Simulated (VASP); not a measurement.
# Be16P in VASP: a series of runs

Be16P is run at these levels: PBEsol; tasks: single point.

All numbers are computed with VASP 6.6.1; they aren't measurements. Logs are shortened: lines on timing, memory, paths and dates and some standing lists are left out, and cuts for length are marked.

## Step 1: The cell of the first run

The cell holds a slab with vacuum, 17 atoms: a = 4.580 Å, b = 4.580 Å, c = 16.383 Å, α = 90.00°, β = 90.00°, γ = 60.00°.

## Step 2: Single point, PBEsol

File INCAR:

```
SYSTEM = Be16P
PREC = Accurate
ENCUT = 520
EDIFF = 1E-6
ISMEAR = -1
SIGMA = 0.15
LREAL = Auto
LASPH = .TRUE.
NELM = 100
ALGO = Normal
ISIF = 2
LWAVE = .FALSE.
LCHARG = .FALSE.
GGA = PS
NBANDS = 32
```

File KPOINTS:

```
Automatic mesh
0
G
  5 5 1
  0 0 0
```

File POSCAR:

```
Be16P
1.0
    4.5800000000      0.0000000000      0.0000000000
    2.2900000000      3.9663960000      0.0000000000
    0.0000000000      0.0000000000     16.3826450000
Be P
16 1
Direct
   -0.1666666667      0.3333333333      0.0610402044
    0.3333333333      0.3333333333      0.0610402044
   -0.1666666667      0.8333333333      0.0610402044
    0.3333333333      0.8333333333      0.0610402044
   -0.0015970311     -0.0022819204      0.1742191203
    0.4996532707     -0.0042323056      0.1721286764
   -0.0034604443      0.4988130283      0.1721789125
    0.4994328068      0.4986693210      0.1742688681
   -0.1724129609      0.3262001575      0.2853348162
    0.3276159703      0.3262881467      0.2802026169
   -0.1654712262      0.8328782603      0.2857895047
    0.3273515590      0.8264038689      0.2852303154
    0.0126520066      0.0108728428      0.4024816506
    0.5081218835     -0.0166564307      0.3900419621
   -0.0143153156      0.5057598888      0.3903135300
    0.4806885250      0.4790159631      0.4006287751
    0.2548782292      1.2503282577      0.4928622332
```

Potentials or basis: VASP PAW PBE potentials, release 64 (Be, P).

Command:

```
$ cat potpaw_PBE.64/Be/POTCAR potpaw_PBE.64/P/POTCAR > POTCAR
$ mpirun -np 1 vasp_std > vasp.out
```

OUTCAR:

```text
SYSTEM = Be16P
   PREC = Accurate
   ENCUT = 520
   EDIFF = 1E-6
   ISMEAR = -1
   LREAL = Auto
   LASPH = .TRUE.
   NELM = 100
   ISIF = 2
   GGA = PS

 ion  position               nearest neighbor table
   1  0.833  0.333  0.061-   7 2.24   8 2.28   5 2.28   3 2.29   3 2.29   4 2.29   4 2.29   2 2.29
                             2 2.29
   2  0.333  0.333  0.061-   7 2.26   6 2.26   8 2.27   4 2.29   3 2.29   4 2.29   3 2.29   1 2.29
                             1 2.29
   3  0.833  0.833  0.061-   6 2.25   7 2.25   5 2.27   1 2.29   1 2.29   2 2.29   2 2.29   4 2.29
                             4 2.29
   4  0.333  0.833  0.061-   6 2.24   5 2.28   8 2.28   2 2.29   1 2.29   2 2.29   1 2.29   3 2.29
                             3 2.29
   5  0.998  0.998  0.174-  12 2.24   9 2.24  11 2.25   3 2.27   4 2.28   1 2.28   6 2.29   7 2.29
                             8 2.29   8 2.29   7 2.29   6 2.29
   6  0.500  0.996  0.172-  10 2.20   4 2.24   3 2.25   2 2.26   7 2.28   8 2.28  11 2.29   5 2.29
                             5 2.29  12 2.30   8 2.30   7 2.30
   7  0.997  0.499  0.172-  10 2.20   1 2.24   3 2.25   2 2.26   6 2.28   8 2.28  11 2.28   5 2.29
                             5 2.29   9 2.30   8 2.30   6 2.30
   8  0.499  0.499  0.174-  10 2.21  12 2.24   9 2.24   2 2.27   7 2.28   6 2.28   1 2.28   4 2.28
                             5 2.29   5 2.29   6 2.30   7 2.30
   9  0.828  0.326  0.285-  15 2.18   8 2.24   5 2.24  11 2.24  12 2.29  12 2.29  10 2.29  10 2.29
                            13 2.29   7 2.30  11 2.34  16 2.34
  10  0.328  0.326  0.280-   6 2.20   7 2.20   8 2.21  14 2.26  15 2.26   9 2.29  12 2.29  12 2.29
                            11 2.29   9 2.29  11 2.29  16 2.32
  11  0.835  0.833  0.286-  14 2.14  15 2.15  12 2.24   9 2.24   5 2.25   7 2.28   6 2.29  10 2.29
                            10 2.29   9 2.34  12 2.34  13 2.38
  12  0.327  0.826  0.285-  14 2.18   8 2.24   5 2.24  11 2.24   9 2.29   9 2.29  10 2.29  10 2.29
                            13 2.29   6 2.30  11 2.34  16 2.34
  13  0.013  0.011  0.402-  15 2.22  14 2.22   9 2.29  12 2.29  16 2.30  16 2.30  11 2.38  14 2.39
                            15 2.39  17 2.42
  14  0.508  0.983  0.390-  17 2.06  11 2.14  12 2.18  15 2.19  16 2.22  13 2.22  10 2.26  16 2.38
                            13 2.39
  15  0.986  0.506  0.390-  17 2.07  11 2.15   9 2.18  14 2.19  16 2.21  13 2.22  10 2.26  16 2.38
                            13 2.39
  16  0.481  0.479  0.401-  15 2.21  14 2.22  13 2.30  13 2.30  10 2.32   9 2.34  12 2.34  17 2.35
                            14 2.38  15 2.38
  17  0.255  0.250  0.493-  14 2.06  15 2.07  16 2.35  13 2.42

  LATTYP: Found a hexagonal cell.
 ALAT       =     4.5799996975
 C/A-ratio  =     3.5769969612

  Lattice vectors:

 A1 = (  -2.2900000000,  -3.9663960000,   0.0000000000)
 A2 = (   4.5800000000,   0.0000000000,   0.0000000000)
 A3 = (   0.0000000000,   0.0000000000,  16.3826450000)

Analysis of symmetry for initial positions (statically):
=====================================================================
 Subroutine PRICEL returns:
 Original cell was already a primitive cell.

 Routine SETGRP: Setting up the symmetry group for a
 hexagonal supercell.

 Subroutine GETGRP returns: Found  1 space group operations
 (whereof  1 operations were pure point group operations)
 out of a pool of 24 trial point group operations.

The static configuration has the point symmetry C_1 .

Analysis of symmetry for dynamics (positions and initial velocities):
=====================================================================
 Subroutine PRICEL returns:
 Original cell was already a primitive cell.

 Routine SETGRP: Setting up the symmetry group for a
 hexagonal supercell.

 Subroutine GETGRP returns: Found  1 space group operations
 (whereof  1 operations were pure point group operations)
 out of a pool of 24 trial point group operations.

The dynamic configuration has the point symmetry C_1 .

 Subroutine INISYM returns: Found  1 space group operations
 (whereof  1 operations are pure point group operations),
 and found     1 'primitive' translations

----------------------------------------------------------------------------------------

                                     Primitive cell

  volume of cell :     297.6087

  direct lattice vectors                    reciprocal lattice vectors
     4.580000000  0.000000000  0.000000000     0.218340611 -0.126059022  0.000000000
     2.290000000  3.966396000  0.000000000     0.000000000  0.252118044  0.000000000
     0.000000000  0.000000000 16.382645000     0.000000000  0.000000000  0.061040204

  length of vectors
     4.580000000  4.579999697 16.382645000     0.252118027  0.252118044  0.061040204

  position of ions in fractional coordinates (direct lattice)
     0.833333333  0.333333333  0.061040204
     0.333333333  0.333333333  0.061040204
     0.833333333  0.833333333  0.061040204
     0.333333333  0.833333333  0.061040204
     0.998402969  0.997718080  0.174219120
     0.499653271  0.995767694  0.172128676
[... 9 lines left out ...]
     0.480688525  0.479015963  0.400628775
     0.254878229  0.250328258  0.492862233

  ion indices of the primitive-cell ions
   primitive index   ion index
                 1           1
                 2           2
                 3           3
                 4           4
                 5           5
                 6           6
[... 9 lines left out ...]
                16          16
                17          17

----------------------------------------------------------------------------------------

 KPOINTS: Automatic mesh

Automatic generation of k-mesh.
 Grid dimensions read from file:
 generate k-points for:    5    5    1

 Generating k-lattice:

  Cartesian coordinates                     Fractional coordinates (reciprocal lattice)
     0.043668122 -0.025211804  0.000000000     0.200000000 -0.000000000  0.000000000
     0.000000000  0.050423609  0.000000000     0.000000000  0.200000000  0.000000000
     0.000000000  0.000000000  0.061040204     0.000000000  0.000000000  1.000000000

  Length of vectors
     0.050423605  0.050423609  0.061040204

  Shift w.r.t. Gamma in fractional coordinates (k-lattice)
     0.000000000  0.000000000  0.000000000

 Subroutine IBZKPT returns following result:
 ===========================================

 Found     13 irreducible k-points:

 Following reciprocal coordinates:
            Coordinates               Weight
  0.000000  0.000000  0.000000      1.000000
  0.200000  0.000000  0.000000      2.000000
  0.200000  0.200000  0.000000      2.000000
  0.000000  0.200000  0.000000      2.000000
  0.400000  0.000000  0.000000      2.000000
  0.400000  0.400000  0.000000      2.000000
  0.000000  0.400000  0.000000      2.000000
  0.400000  0.200000  0.000000      2.000000
  0.200000  0.400000  0.000000      2.000000
 -0.200000  0.200000  0.000000      2.000000
 -0.400000  0.200000  0.000000      2.000000
  0.400000 -0.400000  0.000000      2.000000
 -0.200000  0.400000  0.000000      2.000000
   k-points           NKPTS =     13   k-points in BZ     NKDIM =     13   number of bands    NBANDS=     32
   number of dos      NEDOS =    301   number of ions     NIONS =     17
   total plane-waves  NPLWV = 163296
   dimension x,y,z NGX =    36 NGY =   36 NGZ =  126
   dimension x,y,z NGXF=    72 NGYF=   72 NGZF=  252
   ions per type =              16   1
   NGX,Y,Z   is equivalent  to a cutoff of  13.07, 13.07, 12.79 a.u.
   NGXF,Y,Z  is equivalent  to a cutoff of  26.13, 26.13, 25.57 a.u.
 SYSTEM =  Be16P
   PREC   = accura    normal or accurate (medium, high low for compatibility)
   ISTART =      0    job   : 0-new  1-cont  2-samecut
   ICHARG =      2    charge: 1-file 2-atom 10-const
   ISPIN  =      1    spin polarized calculation?
   LNONCOLLINEAR =      F non collinear calculations
   LSORBIT =      F    spin-orbit coupling
   LASPH  =      T    aspherical Exc in radial PAW
   ENCUT  =  520.0 eV  38.22 Ry    6.18 a.u.   8.52  8.52 30.46*2*pi/ulx,y,z
   NELM   =    100;   NELMIN=  2; NELMDL= -5     # of ELM steps
   EDIFF  = 0.1E-05   stopping-criterion for ELM
   LREAL  =      T    real-space projection
   EDIFFG = 0.1E-04   stopping-criterion for IOM
   NSW    =      0    number of steps for IOM
   IBRION =     -1    ionic relax: 0-MD 1-quasi-New 2-CG
   NFREE  =      0    steps in history (QN), initial steepest desc. (CG)
   ISIF   =      2    stress and relaxation
   ISYM   =      2    0-nonsym 1-usesym 2-fastsym
   POTIM  = 0.5000    time-step for ionic-motion
   TEBEG  =    0.0;   TEEND  =   0.0 temperature during run
   PSTRESS=    0.0 pullay stress
   NELECT =      37.0000    total number of electrons
   NUPDOWN=      -1.0000    fix difference up-down
   EMIN   =  10.00;   EMAX   =-10.00  energy-range for DOS
   EFERMI =   0.00;   METHOD = LEGACY
   ISMEAR =    -1;   SIGMA  =   0.15  broadening in eV -4-tet -1-fermi 0-gaus
   EFERMI_NEDOS =   21; number of points for ismear=-14 and -15
   IALGO  =     38    algorithm
   IMIX   =      4    mixing-type and parameters
     AMIX     =   0.40;   BMIX     =  1.00
     AMIX_MAG =   1.60;   BMIX_MAG =  1.00
  volume/ion in A,a.u.               =      17.51       118.14
  Fermi-wavevector in a.u.,A,eV,Ry     =   0.817072  1.544042  9.083335  0.667606
  Thomas-Fermi vector in A             =   1.927454
   LORBIT       =      0    0 simple, 1 ext, 2 COOP (PROOUT), +10 PAW based schemes
   GGA     = PS    functional components
   LHFCALC =     F    Hartree Fock is set to
   AEXX    =    0.0000 exact exchange contribution
   IVDW    =     0    specifies the selected vdW correction
   LEPSILON=     F    determine dielectric tensor
   LRPA    =     F    only Hartree local field effects (RPA)
 non-spin polarized calculation
  energy-cutoff  :      520.00
  volume of cell :      297.61
 maximum number of plane-waves:      8057
 NGX is ok and might be reduce to    36
   NGX = 17   NGY = 17   NGZ = 61

 number of electron      37.0000000 magnetization

 Free energy of the ion-electron system (eV)
  ---------------------------------------------------
  ext. energy  EPLUGINS =         0.00000000
  ---------------------------------------------------
  free energy    TOTEN  =       -65.76363203 eV

  energy without entropy =      -65.45591465  energy(sigma->0) =      -65.60977334

 E-fermi :   0.6285     XC(G=0):  -6.3951

 val. band max:        0.5669816834   @ k =   0.4000  -0.4000   0.0000
 cond. band min:       0.6656970677   @ k =   0.0000   0.2000   0.0000
 fundamental gap:      0.0987153844
 Fermi energy:         0.6285208347

 k-point     1 :       0.0000    0.0000    0.0000
  band No.  band energies     occupation
      1     -10.4630      2.00000
      2      -9.4596      2.00000
      3      -7.9373      2.00000
      4      -5.8476      2.00000
      5      -3.6475      2.00000
      6      -3.5599      2.00000
[... 22 lines left out ...]
     29       4.8281      0.00000
     30       5.0013      0.00000

 k-point     2 :       0.2000    0.0000    0.0000
  band No.  band energies     occupation
      1     -10.2997      2.00000
      2      -9.2113      2.00000
      3      -7.6930      2.00000
      4      -5.6257      2.00000
      5      -5.2350      2.00000
      6      -4.1013      2.00000
[... 22 lines left out ...]
     29       4.8141      0.00000
     30       5.0453      0.00000

 k-point     3 :       0.2000    0.2000    0.0000
  band No.  band energies     occupation
      1     -10.2921      2.00000
      2      -9.2117      2.00000
      3      -7.6962      2.00000
      4      -5.6405      2.00000
      5      -5.2735      2.00000
      6      -4.1540      2.00000
[... 296 lines left out ...]
      6      -6.0565      2.00000
[... 22 lines left out ...]
     29       5.9162      0.00000
     30       6.0122      0.00000

 k-point    13 :      -0.2000    0.4000    0.0000
  band No.  band energies     occupation
      1      -9.8795      2.00000
      2      -7.7270      2.00000
      3      -7.6030      2.00000
      4      -6.3694      2.00000
      5      -6.3232      2.00000
      6      -6.0575      2.00000
[... 22 lines left out ...]
     29       5.8746      0.00000
     30       6.1416      0.00000
 [bands above 30 left out]

------------------------ aborting loop because EDIFF is reached ----------------------------------------

  FORCE on cell =-STRESS in cart. coord.  units (eV):
  Direction    XX          YY          ZZ          XY          YZ          ZX
  --------------------------------------------------------------------------------------
  -------------------------------------------------------------------------------------
  Total      -11.0539602     -8.2404481      0.2464210     -2.4759605      0.7028425      1.0263847
  in kB      -59.5090352    -44.3624825      1.3266081    -13.3293421      3.7837553      5.5255457
  external PRESSURE =     -34.1816365 kB  Pullay stress =       0.0000000 kB

 VOLUME and BASIS-vectors are now :
 -----------------------------------------------------------------------------
  energy-cutoff  :      520.00
  volume of cell :      297.61
      direct lattice vectors                 reciprocal lattice vectors
     4.580000000  0.000000000  0.000000000     0.218340611 -0.126059022  0.000000000
     2.290000000  3.966396000  0.000000000     0.000000000  0.252118044  0.000000000
     0.000000000  0.000000000 16.382645000     0.000000000  0.000000000  0.061040204

 POSITION                                       TOTAL-FORCE (eV/Angst)
 -----------------------------------------------------------------------------------
      4.58000      1.32213      1.00000        -0.139056      0.003369      0.033714
      2.29000      1.32213      1.00000         0.069031      0.038054     -0.170575
      5.72500      3.30533      1.00000         0.022862      0.005943      0.053305
      3.43500      3.30533      1.00000        -0.065816     -0.128560      0.030477
      6.85746      3.95735      2.85417        -0.001392     -0.000606      0.008917
      4.56872      3.94961      2.81992        -0.006765     -0.001715      0.002150
[... 9 lines left out ...]
      3.29850      1.89997      6.56336        -0.009308     -0.009175      0.002635
      1.74059      0.99290      8.07439         0.170929      0.113929      0.003384
 -----------------------------------------------------------------------------------
    total drift:                               -0.001765     -0.000160      0.003054

  FREE ENERGIE OF THE ION-ELECTRON SYSTEM (eV)
  ---------------------------------------------------
  free  energy   TOTEN  =       -65.7636320317 eV

  energy  without entropy=      -65.4559146465  energy(sigma->0) =      -65.60977334
```

Run time: 5 min. Hardware: 1 thread of Intel Xeon Platinum 8259CL at 2.50GHz (Skylake/Cascade Lake), shared host; peak memory 0.41 GiB.

Results:

```yaml
Free_energy: -65.7636 eV
Largest_force: 0.205 eV/Å
```

Forces in eV/Å, atoms in the order of the input:
```
Be  -0.139  0.003  0.034
Be   0.069  0.038 -0.171
Be   0.023  0.006  0.053
Be  -0.066 -0.129  0.030
Be  -0.001 -0.001  0.009
Be  -0.007 -0.002  0.002
Be  -0.005 -0.003  0.002
Be  -0.002 -0.002 -0.005
Be  -0.011 -0.007  0.014
Be  -0.011 -0.009 -0.006
Be  -0.005 -0.003 -0.008
Be  -0.010 -0.006  0.012
Be   0.013  0.008  0.055
Be   0.005 -0.020 -0.012
Be  -0.015  0.022 -0.015
Be  -0.009 -0.009  0.003
P    0.171  0.114  0.003
```

Caveat: the PAW data sets were made with another functional, which shifts forces and pressure a little.

[end of part 1 of 2]
